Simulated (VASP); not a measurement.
A run of VASP 6.6.1 is set up as follows.

The input POSCAR:

```
TePt
1.0
    1.9815661262      1.1440577364      6.6610305258
   -1.9815661262      1.1440577364      6.6610305258
    0.0000000000     -2.2881154728      6.6610305258
Te Pt
2 2
Direct
    0.5980000000      0.5980000000      0.5980000000
    0.4020000000      0.4020000000      0.4020000000
    0.8703333333      0.8703333333      0.8703333333
    0.1296666667      0.1296666667      0.1296666667
```

File INCAR.step1:

```
SYSTEM = TePt
ALGO = Normal
EDIFF = 1E-4
ENCUT = 520
GGA = PE
ISMEAR = 0
LASPH = .True.
LCHARG = .False.
LREAL = .False.
LWAVE = .True.
NBANDS = 24
NELM = 100
PREC = Accurate
SIGMA = 0.1
```

The input INCAR.step2:

```
SYSTEM = TePt
ALGO = Normal
EDIFF = 1E-6
ENCUT = 520
ISIF = 2
ISMEAR = 0
ISTART = 1
LASPH = .True.
LCHARG = .False.
LMIXTAU = .True.
LREAL = .False.
LWAVE = .False.
METAGGA = R2SCAN
NBANDS = 24
NELM = 100
PREC = Accurate
SIGMA = 0.1
```

File KPOINTS:

```
k-points
0
Gamma
  6 6 6
  0 0 0
```

Potentials or basis: VASP PAW PBE potentials, release 64 (Te, Pt).

Run with:

```console
$ cat potpaw_PBE.64/Te/POTCAR potpaw_PBE.64/Pt/POTCAR > POTCAR
$ cp INCAR.step1 INCAR
$ mpirun -np 1 vasp_std > vasp.out
$ cp INCAR.step2 INCAR
$ mpirun -np 1 vasp_std > vasp.out
```

Q: What does it give for the largest force?

A: 0.065 eV/Å.

Q: Predict the band gap on the k mesh.

A: Zero (band 16 reaches 9.60 eV, above the bottom of band 17 at 7.07 eV).

Q: Estimate the pressure.

A: 2.7 GPa.

Forces on the atoms (eV/Å):
```
Te   0.000  0.000  0.045
Te   0.000  0.000 -0.045
Pt   0.000  0.000 -0.065
Pt   0.000  0.000  0.065
```

Caveat: the PAW data sets were made with another functional, which shifts forces and pressure a little; spin-orbit coupling is left out, which moves the levels of the heavy elements.
